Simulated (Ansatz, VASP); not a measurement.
## Two plane-wave programs on Pt

```xyz
1
Lattice="0.0000 1.9468 1.8446 2.1610 0.0000 1.8446 2.1610 1.9468 0.0000" Properties=species:S:1:pos:R:3 pbc="T T T"
Pt    0.0000    0.0000    0.0000
```

Change from the starting cell: normal strain along x +0.1100, normal strain along z -0.0525.

Alike in both runs: task single point; functional LDA; k mesh 20 × 20 × 20; occupations gaussian, width 0.15 eV; no spin polarisation.

|  | VASP | Ansatz |
| --- | --- | --- |
| version | VASP 6.6.1 | Ansatz 0.2.0 |
| potentials or method | VASP PAW LDA potentials, release 64 (Pt), cutoff 520 eV | scalar-relativistic, plane waves, PAW |
| valence electrons in the cell | 10 | 18 |

|  | VASP | Ansatz | Ansatz less VASP |
| --- | --- | --- | --- |
| gap on the k mesh at the Fermi level (eV) | none | none | - |
| pressure (GPa) | -10.5 | -11.1 | -0.60 |
| traceless stress, the component that is largest in VASP (GPa) | -9.99 | -9.96 | +0.032 |

LDA's correlation is that of Perdew and Zunger in VASP and of Perdew and Wang (1992) in Ansatz. A gap of «none» marks a metal or a gap that the smearing closes. VASP's potentials hold 10 valence electrons a cell and Ansatz's 18, so a difference there can come from the potentials and not from the codes.

Spin-orbit coupling is off throughout.
